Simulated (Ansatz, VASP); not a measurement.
# One calculation of Zn, two programs

```xyz
3
Lattice="4.4132 0.0000 0.0000 -2.2066 3.8220 0.0000 0.0000 0.0000 2.7053" Properties=species:S:1:pos:R:3 pbc="T T T"
Zn    0.0000    0.0000    0.0000
Zn    0.0000    2.5480    1.3527
Zn    2.2066    1.2740    1.3527
```

Alike in both runs: task relaxation of cell and atoms; functional PBE; k mesh 8 × 8 × 12; occupations fermi-dirac, width 0.1 eV; no spin polarisation.

|  | VASP | Ansatz |
| --- | --- | --- |
| version | VASP 6.6.1 | Ansatz 0.2.0 |
| potentials or method | VASP PAW PBE potentials, release 64 (Zn), cutoff 600 eV | plane waves (420 eV) with PAW, scalar-relativistic |
| valence electrons in the cell | 36 | 36 |

Ansatz gave:

| Item | Value |
| --- | --- |
| relaxed volume (Å³/atom) | 15.59 |
| relaxed length of the cell vector where the two differ most in proportion (Å) | 4.484 |

Problem. Estimate VASP's values.

Solution. Relaxed volume (Å³/atom): 15.64; relaxed length of the cell vector where the two differ most in proportion (Å): 4.496.
